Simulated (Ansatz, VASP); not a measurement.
P: VASP beside Ansatz

```xyz
4
Lattice="2.4217 -0.0336 0.0166 -0.0671 4.8901 0.0571 0.0333 0.0571 4.9051" Properties=species:S:1:pos:R:3 pbc="T T T"
P    -0.1099   -0.2688   -0.0072
P     0.3080    0.1263    2.4534
P     2.2791    2.4029   -0.0669
P     2.3324    2.6196    2.6161
```

Change from the starting cell: cell x4, atoms moved at random (sigma 0.15 Å) and cell strained at random (1.5 %), then relaxed without symmetry.

Alike in both runs: task relaxation of cell and atoms; functional PBE; k mesh 8 × 4 × 4; occupations gaussian, width 0.2 eV; no spin polarisation.

|  | VASP | Ansatz |
| --- | --- | --- |
| version | VASP 6.6.1 | Ansatz 0.2.0 |
| potentials or method | VASP PAW PBE potentials, release 64 (P), cutoff 600 eV | scalar-relativistic, plane waves, PAW |
| valence electrons in the cell | 20 | 20 |

Ansatz gave:

* gap on the k mesh at the Fermi level, each at its own relaxed structure (eV): none
* relaxed volume (Å³/atom): 14.68
* relaxed cell length with the largest relative difference (Å): 4.884

Problem. What did VASP give for the same quantities?

Solution. gap on the k mesh at the Fermi level, each at its own relaxed structure (eV): none; relaxed volume (Å³/atom): 14.89; relaxed cell length with the largest relative difference (Å): 4.913.

A gap of «none» marks a metal or a gap that the smearing closes.
